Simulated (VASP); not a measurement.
A run of VASP 6.6.1 is set up as follows.

The input INCAR:

```
SYSTEM = Si
PREC = Accurate
ENCUT = 520
EDIFF = 1E-6
ISMEAR = 0
SIGMA = 0.05
LREAL = .False.
LASPH = .True.
NELM = 100
ALGO = Normal
ISIF = 2
LWAVE = .False.
LCHARG = .False.
GGA = PE
NBANDS = 16
```

File KPOINTS:

```
Automatic mesh
0
Gamma
  8 8 6
  0 0 0
```

The input POSCAR:

```
Si
1.0
    0.0000000000     -2.7120622449     -2.7120622449
    0.0000000000      2.7120622449     -2.7120622449
    5.4241244898      0.0000000000      0.0000000000
Si
4
Direct
    0.5000000000      0.5000000000      0.0000000000
    0.0000000000      0.0000000000      0.5000000000
    1.0000000000      0.5000000000      0.2500000000
    0.5000000000      0.0000000000      0.7500000000
```

Potentials or basis: VASP PAW PBE potentials, release 64 (Si).

The run is started by

```console
$ cat potpaw_PBE.64/Si/POTCAR > POTCAR
$ mpirun -np 1 vasp_std > vasp.out
```

(1) Estimate the band gap on the k mesh.

(2) Estimate the pressure.

Answers

(1) 0.57 eV.

(2) 2.3 GPa.

Caveat: the cell differs from its parent crystal (the cell strained).
